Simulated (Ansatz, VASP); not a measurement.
W: VASP beside Ansatz

INCAR

```
PREC = Accurate ; ENCUT = 520
EDIFF = 1E-6 ; ISMEAR = -1
SIGMA = 0.05 ; LREAL = False
LASPH = True ; NELM = 80
ALGO = Normal ; ISIF = 2
LWAVE = False ; LCHARG = True
GGA = PS ; LELF = True
LVHAR = True ; NBANDS = 13
```

The input KPOINTS:

```
Automatic mesh
0
Gamma
  18 18 18
```

The input POSCAR:

```
W
1.0
    0.0000000000      1.6861052312      1.6861052312
    1.6861052312      0.0000000000      1.6861052312
    1.6861052312      1.6861052312      0.0000000000
W
1
Direct
    0.0000000000      0.0000000000      0.0000000000
```

Input for Ansatz:

```yaml
crystal:
  lattice:
    - [0.0, 1.6861052312, 1.6861052312]
    - [1.6861052312, 0.0, 1.6861052312]
    - [1.6861052312, 1.6861052312, 0.0]
  atoms:
    - { symbol: W, position: [0.0, 0.0, 0.0] }
kpoints:
  mp_grid: { grid: [18, 18, 18] }
scf:
  occupations: { method: fermi_dirac, width: 0.05 }
hamiltonian:
  xc: pbesol
  pseudopotentials: { kind: all_electron, lapw: { basis_error: 0.001 } }
output:
  forces: true
  stress: true
  eigenvalues: true
  populations: true
```

Change from the starting cell: volume scaled by 0.6, LAPW.

Alike in both runs: task single point; functional PBEsol; k mesh 18 × 18 × 18; occupations fermi-dirac, width 0.05 eV; no spin polarisation.

|  | VASP | Ansatz |
| --- | --- | --- |
| version | VASP 6.6.1 | Ansatz 0.2.0 |
| potentials or method | VASP PAW PBE potentials, release 64 (W_sv), cutoff 520 eV | all-electron LAPW, scalar-relativistic |

```csv
,VASP,Ansatz,Ansatz less VASP
pressure (GPa),422.7,402.9,-19.78
```

VASP's potentials were made for PBE, not for PBEsol. Both programs put the cell under a high pressure, so it lies far from rest at this level. Ansatz ran all-electron here, and VASP with PAW potentials.

Spin-orbit coupling is off throughout. Noted on VASP's run: the cell as given lies far from equilibrium.
